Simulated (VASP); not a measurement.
Crystal: LiBr.

```
Li Br
1.0
     0.00000    2.73959    2.73959
     2.73959    0.00000    2.73959
     2.73959    2.73959    0.00000
Li Br
1 1
Direct
  0.00000 0.00000 0.00000
  0.50000 0.50000 0.50000
```

Base run:

| Property | Result |
| --- | --- |
| Program | VASP 6.6.1 |
| Functional | PBE0 |
| Potentials or basis | VASP PAW PBE potentials, release 64 (Li_sv, Br) |
| Cutoff | 650 eV |
| k mesh | 6 × 6 × 6 |
| Occupations | gaussian, width 0.01 eV |
| Spin | no spin polarisation |

Its results: band gap on the k mesh 6.91 eV; pressure -0.3 GPa.

**Question.** The run is repeated on the same cell with these changes: functional from PBE0 to PBE; cutoff from 650 eV to 750 eV. What comes out?

**Answer.** Band gap on the k mesh 4.99 eV; pressure 0.4 GPa.

Caveats: the PAW data sets were made with another functional, which shifts forces and pressure a little (at least some runs).

